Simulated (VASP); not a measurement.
# TiSi16 (a cell with a defect) in VASP: single point with PBE

Aim: the single point of TiSi16 (a cell with a defect) with PBE.

Program: VASP 6.6.1. These are calculated values, not measurements. Logs are shortened: lines on timing, memory, paths and dates and some standing lists are left out, and cuts for length are marked.

### Step 1. The cell of the first run

The cell holds a defect, 17 atoms: a = 7.679 Å, b = 7.679 Å, c = 7.679 Å, α = 60.00°, β = 60.00°, γ = 60.00°.

### Step 2. Single point, PBE

File INCAR:

```
PREC     = Accurate       # precision mode
ENCUT    = 520            # plane-wave cutoff, eV
EDIFF    = 1E-6           # SCF threshold, eV
ISMEAR   = -1             # smearing method
SIGMA    = 0.05           # smearing width, eV
LREAL    = Auto         
LASPH    = True           # aspherical terms in the spheres
NELM     = 100            # most SCF steps
ALGO     = Normal         # electronic algorithm
ISIF     = 2              # what is computed and relaxed
LWAVE    = False          # write WAVECAR
LCHARG   = False          # write CHGCAR
GGA      = PE             # functional
NBANDS   = 52             # bands
```

File KPOINTS:

```
Automatic mesh
0
Gamma
  2 2 2
```

File POSCAR:

```
TiSi16
1.0
    0.0000000000      5.4300000000      5.4300000000
    5.4300000000      0.0000000000      5.4300000000
    5.4300000000      5.4300000000      0.0000000000
Si Ti
16 1
Direct
   -0.0172279006      0.0526472376     -0.0178409761
    0.1259537753      0.1374640884      0.1253384899
    0.0139046041     -0.0120351750      0.4989373849
    0.1259475138      0.1374793738      0.6109780847
    0.0119850829      0.5088799263      0.0113825046
    0.1079569982      0.6771441068      0.1073129834
    0.0119785451      0.5088965930      0.4674820442
    0.1574075506      0.6165567219      0.6128896869
    0.4995516575     -0.0120859116      0.0133197974
    0.6116022099      0.1374265193      0.1253543278
    0.4995455801     -0.0120720994      0.4989527624
    0.6427368324      0.0727217311      0.6421425414
    0.4681139963      0.5088388582      0.0113904236
    0.6135203499      0.6165004604      0.1568150092
    0.5175599448      0.4482256906      0.5169798343
    0.6135116943      0.6165161142      0.6128997238
    0.8127441989      0.5627171271      0.8121392265
```

Potentials or basis: VASP PAW PBE potentials, release 64 (Si, Ti_sv).

Run with:

```bash
> cat potpaw_PBE.64/Si/POTCAR potpaw_PBE.64/Ti_sv/POTCAR > POTCAR
> mpirun -np 1 vasp_std > vasp.out
```

OUTCAR:

```text
PREC = Accurate
   ENCUT = 520
   EDIFF = 1E-6
   ISMEAR = -1
   LREAL = Auto
   LASPH = True
   NELM = 100
   ISIF = 2
   GGA = PE

 ion  position               nearest neighbor table
   1  0.983  0.053  0.982-  10 2.34   2 2.34   4 2.34   6 2.35
   2  0.126  0.137  0.125-   5 2.33   1 2.34   3 2.35   9 2.35
   3  0.014  0.988  0.499-   8 2.33  12 2.34   2 2.35   4 2.35
   4  0.126  0.137  0.611-   7 2.33   1 2.34   3 2.35  11 2.35
   5  0.012  0.509  0.011-   6 2.28   2 2.33  17 2.43  14 2.50   8 2.50
   6  0.108  0.677  0.107-  13 2.28   7 2.28   5 2.28   1 2.35
   7  0.012  0.509  0.467-   6 2.28   4 2.33  17 2.43  16 2.50   8 2.50
   8  0.157  0.617  0.613-  15 2.28   3 2.33  17 2.44   5 2.50   7 2.50
   9  0.500  0.988  0.013-  14 2.33  12 2.34  10 2.35   2 2.35
  10  0.612  0.137  0.125-  13 2.33   1 2.34  11 2.35   9 2.35
  11  0.500  0.988  0.499-  16 2.33  12 2.34  10 2.35   4 2.35
  12  0.643  0.073  0.642-   3 2.34  11 2.34   9 2.34  15 2.35
  13  0.468  0.509  0.011-   6 2.28  10 2.33  17 2.43  16 2.50  14 2.50
  14  0.614  0.617  0.157-  15 2.28   9 2.33  17 2.43   5 2.50  13 2.50
  15  0.518  0.448  0.517-   8 2.28  16 2.28  14 2.28  12 2.35
  16  0.614  0.617  0.613-  15 2.28  11 2.33  17 2.43   7 2.50  13 2.50
  17  0.813  0.563  0.812-   5 2.43  13 2.43   7 2.43  14 2.43  16 2.43   8 2.44

  LATTYP: Found a face centered cubic cell.
 ALAT       =    10.8600000000

  Lattice vectors:

 A1 = (   0.0000000000,   5.4300000000,   5.4300000000)
 A2 = (   5.4300000000,   0.0000000000,   5.4300000000)
 A3 = (   5.4300000000,   5.4300000000,   0.0000000000)

Analysis of symmetry for initial positions (statically):
=====================================================================
 Subroutine PRICEL returns:
 Original cell was already a primitive cell.

 Routine SETGRP: Setting up the symmetry group for a
 face centered cubic supercell.

 Subroutine GETGRP returns: Found  1 space group operations
 (whereof  1 operations were pure point group operations)
 out of a pool of 48 trial point group operations.

The static configuration has the point symmetry C_1 .

Analysis of symmetry for dynamics (positions and initial velocities):
=====================================================================
 Subroutine PRICEL returns:
 Original cell was already a primitive cell.

 Routine SETGRP: Setting up the symmetry group for a
 face centered cubic supercell.

 Subroutine GETGRP returns: Found  1 space group operations
 (whereof  1 operations were pure point group operations)
 out of a pool of 48 trial point group operations.

The dynamic configuration has the point symmetry C_1 .

 Subroutine INISYM returns: Found  1 space group operations
 (whereof  1 operations are pure point group operations),
 and found     1 'primitive' translations

----------------------------------------------------------------------------------------

                                     Primitive cell

  volume of cell :     320.2060

  direct lattice vectors                    reciprocal lattice vectors
     0.000000000  5.430000000  5.430000000    -0.092081031  0.092081031  0.092081031
     5.430000000  0.000000000  5.430000000     0.092081031 -0.092081031  0.092081031
     5.430000000  5.430000000  0.000000000     0.092081031  0.092081031 -0.092081031

  length of vectors
     7.679179644  7.679179644  7.679179644     0.159489025  0.159489025  0.159489025

  position of ions in fractional coordinates (direct lattice)
     0.982772099  0.052647238  0.982159024
     0.125953775  0.137464088  0.125338490
     0.013904604  0.987964825  0.498937385
     0.125947514  0.137479374  0.610978085
     0.011985083  0.508879926  0.011382505
     0.107956998  0.677144107  0.107312983
[... 9 lines left out ...]
     0.613511694  0.616516114  0.612899724
     0.812744199  0.562717127  0.812139227

  ion indices of the primitive-cell ions
   primitive index   ion index
                 1           1
                 2           2
                 3           3
                 4           4
                 5           5
                 6           6
[... 9 lines left out ...]
                16          16
                17          17

----------------------------------------------------------------------------------------

 KPOINTS: Automatic mesh

Automatic generation of k-mesh.
 Grid dimensions read from file:
 generate k-points for:    2    2    2

 Generating k-lattice:

  Cartesian coordinates                     Fractional coordinates (reciprocal lattice)
    -0.046040516  0.046040516  0.046040516     0.500000000  0.000000000  0.000000000
     0.046040516 -0.046040516  0.046040516     0.000000000  0.500000000  0.000000000
     0.046040516  0.046040516 -0.046040516     0.000000000  0.000000000  0.500000000

  Length of vectors
     0.079744512  0.079744512  0.079744512

  Shift w.r.t. Gamma in fractional coordinates (k-lattice)
     0.000000000  0.000000000  0.000000000

 Subroutine IBZKPT returns following result:
 ===========================================

 Found      8 irreducible k-points:

 Following reciprocal coordinates:
            Coordinates               Weight
  0.000000  0.000000  0.000000      1.000000
  0.500000  0.000000  0.000000      1.000000
  0.000000  0.500000  0.000000      1.000000
  0.000000  0.000000  0.500000      1.000000
  0.500000  0.500000  0.500000      1.000000
  0.500000  0.500000  0.000000      1.000000
  0.000000  0.500000  0.500000      1.000000
  0.500000  0.000000  0.500000      1.000000
   k-points           NKPTS =      8   k-points in BZ     NKDIM =      8   number of bands    NBANDS=     52
   number of dos      NEDOS =    301   number of ions     NIONS =     17
   total plane-waves  NPLWV = 216000
   dimension x,y,z NGX =    60 NGY =   60 NGZ =   60
   dimension x,y,z NGXF=   120 NGYF=  120 NGZF=  120
   ions per type =              16   1
   NGX,Y,Z   is equivalent  to a cutoff of  12.99, 12.99, 12.99 a.u.
   NGXF,Y,Z  is equivalent  to a cutoff of  25.98, 25.98, 25.98 a.u.
 SYSTEM =  unknown system
   PREC   = accura    normal or accurate (medium, high low for compatibility)
   ISTART =      0    job   : 0-new  1-cont  2-samecut
   ICHARG =      2    charge: 1-file 2-atom 10-const
   ISPIN  =      1    spin polarized calculation?
   LNONCOLLINEAR =      F non collinear calculations
   LSORBIT =      F    spin-orbit coupling
   LASPH  =      T    aspherical Exc in radial PAW
   ENCUT  =  520.0 eV  38.22 Ry    6.18 a.u.  14.28 14.28 14.28*2*pi/ulx,y,z
   NELM   =    100;   NELMIN=  2; NELMDL= -5     # of ELM steps
   EDIFF  = 0.1E-05   stopping-criterion for ELM
   LREAL  =      T    real-space projection
   EDIFFG = 0.1E-04   stopping-criterion for IOM
   NSW    =      0    number of steps for IOM
   IBRION =     -1    ionic relax: 0-MD 1-quasi-New 2-CG
   NFREE  =      0    steps in history (QN), initial steepest desc. (CG)
   ISIF   =      2    stress and relaxation
   ISYM   =      2    0-nonsym 1-usesym 2-fastsym
   POTIM  = 0.5000    time-step for ionic-motion
   TEBEG  =    0.0;   TEEND  =   0.0 temperature during run
   PSTRESS=    0.0 pullay stress
   NELECT =      76.0000    total number of electrons
   NUPDOWN=      -1.0000    fix difference up-down
   EMIN   =  10.00;   EMAX   =-10.00  energy-range for DOS
   EFERMI =   0.00;   METHOD = LEGACY
   ISMEAR =    -1;   SIGMA  =   0.05  broadening in eV -4-tet -1-fermi 0-gaus
   EFERMI_NEDOS =   21; number of points for ismear=-14 and -15
   IALGO  =     38    algorithm
   IMIX   =      4    mixing-type and parameters
     AMIX     =   0.40;   BMIX     =  1.00
     AMIX_MAG =   1.60;   BMIX_MAG =  1.00
  volume/ion in A,a.u.               =      18.84       127.11
  Fermi-wavevector in a.u.,A,eV,Ry     =   1.013607  1.915439 13.978610  1.027399
  Thomas-Fermi vector in A             =   2.146786
   LORBIT       =      0    0 simple, 1 ext, 2 COOP (PROOUT), +10 PAW based schemes
   GGA     = PE    functional components
   LHFCALC =     F    Hartree Fock is set to
   AEXX    =    0.0000 exact exchange contribution
   IVDW    =     0    specifies the selected vdW correction
   LEPSILON=     F    determine dielectric tensor
   LRPA    =     F    only Hartree local field effects (RPA)
 non-spin polarized calculation
  energy-cutoff  :      520.00
  volume of cell :      320.21
 maximum number of plane-waves:      8646
 NGX is ok and might be reduce to    60
   NGX = 29   NGY = 29   NGZ = 29

 number of electron      76.0000002 magnetization

 Free energy of the ion-electron system (eV)
  ---------------------------------------------------
  ext. energy  EPLUGINS =         0.00000000
  ---------------------------------------------------
  free energy    TOTEN  =       -90.54260116 eV

  energy without entropy =      -90.46653194  energy(sigma->0) =      -90.50456655

 E-fermi :   6.8946     XC(G=0):  -9.7555

 val. band max:        6.8582560529   @ k =   0.0000   0.0000   0.0000
 cond. band min:       6.9103429285   @ k =   0.0000   0.5000   0.5000
 fundamental gap:      0.0520868756
 Fermi energy:         6.8946390292

 k-point     1 :       0.0000    0.0000    0.0000
  band No.  band energies     occupation
      1     -49.9226      2.00000
      2     -26.4015      2.00000
      3     -26.2357      2.00000
      4     -26.2357      2.00000
      5      -5.6560      2.00000
      6      -3.4502      2.00000
[... 42 lines left out ...]
     49       8.5077      0.00000
     50       8.9259      0.00000

 k-point     2 :       0.5000    0.0000    0.0000
  band No.  band energies     occupation
      1     -49.9226      2.00000
      2     -26.4015      2.00000
      3     -26.2357      2.00000
      4     -26.2357      2.00000
      5      -4.8545      2.00000
      6      -4.8264      2.00000
[... 310 lines left out ...]
 k-point     8 :       0.5000    0.0000    0.5000
  band No.  band energies     occupation
      1     -49.9226      2.00000
      2     -26.4015      2.00000
      3     -26.2357      2.00000
      4     -26.2357      2.00000
      5      -4.5752      2.00000
      6      -4.5475      2.00000
[... 42 lines left out ...]
     49       9.9683      0.00000
     50      10.4858      0.00000
 [bands above 50 left out]

------------------------ aborting loop because EDIFF is reached ----------------------------------------

  FORCE on cell =-STRESS in cart. coord.  units (eV):
  Direction    XX          YY          ZZ          XY          YZ          ZX
  --------------------------------------------------------------------------------------
  -------------------------------------------------------------------------------------
  Total       11.4410037     11.4394964     11.4451555      2.0735196      2.0764684     -2.0767839
  in kB       57.2460101     57.2384684     57.2667841     10.3750271     10.3897816    -10.3913603
  external PRESSURE =      57.2504208 kB  Pullay stress =       0.0000000 kB

 VOLUME and BASIS-vectors are now :
 -----------------------------------------------------------------------------
  energy-cutoff  :      520.00
  volume of cell :      320.21
      direct lattice vectors                 reciprocal lattice vectors
     0.000000000  5.430000000  5.430000000    -0.092081031  0.092081031  0.092081031
     5.430000000  0.000000000  5.430000000     0.092081031 -0.092081031  0.092081031
     5.430000000  5.430000000  0.000000000     0.092081031  0.092081031 -0.092081031

 POSITION                                       TOTAL-FORCE (eV/Angst)
 -----------------------------------------------------------------------------------
      5.61900     10.66958      5.62233         0.013441     -0.013428      0.013899
      1.42702      1.36452      1.43036         0.000221      0.013962      0.001079
      8.07388      2.78473      5.44015        -0.001713      0.000807      0.014827
      4.06412      4.00151      1.43041        -0.014027     -0.000374      0.000759
      2.82502      0.12689      2.82830        -0.001715      0.004303     -0.000544
      4.25960      1.16892      4.26310        -0.002809      0.002183     -0.001773
[... 9 lines left out ...]
      6.67573      6.65941      6.67905         0.000594     -0.004587      0.001055
      7.46547      8.82312      7.46876         0.004109      0.001417     -0.006738
 -----------------------------------------------------------------------------------
    total drift:                                0.001707      0.005741     -0.009779

  FREE ENERGIE OF THE ION-ELECTRON SYSTEM (eV)
  ---------------------------------------------------
  free  energy   TOTEN  =       -90.5426011625 eV

  energy  without entropy=      -90.4665319383  energy(sigma->0) =      -90.50456655
```

Run time: 8.7 min. Hardware: 1 thread of Intel Xeon 8259CL, shared host; peak memory 0.5 GiB.

Results:

```
Free energy            : -90.5426 eV
Pressure               : 5.7 GPa
Largest force          : 0.024 eV/Å
Band gap on the k mesh : zero (bands 38 and 39 overlap by 0.19 eV)
```

Forces on the atoms (eV/Å):
```
Si   0.013 -0.013  0.014
Si   0.000  0.014  0.001
Si  -0.002  0.001  0.015
Si  -0.014  0.000  0.001
Si  -0.002  0.004 -0.001
Si  -0.003  0.002 -0.002
Si  -0.005  0.001 -0.001
Si   0.001 -0.001  0.004
Si   0.014  0.001  0.000
Si   0.001 -0.001 -0.013
Si  -0.001 -0.014  0.000
Si  -0.012  0.012 -0.012
Si  -0.001  0.001 -0.004
Si   0.005 -0.001  0.001
Si   0.001 -0.001  0.002
Si   0.001 -0.005  0.001
Ti   0.004  0.001 -0.007
```

Caveat: the k points lie up to 0.50 Å⁻¹ apart.

The gap in the log of VASP goes by the Fermi energy; the results here count the filled bands.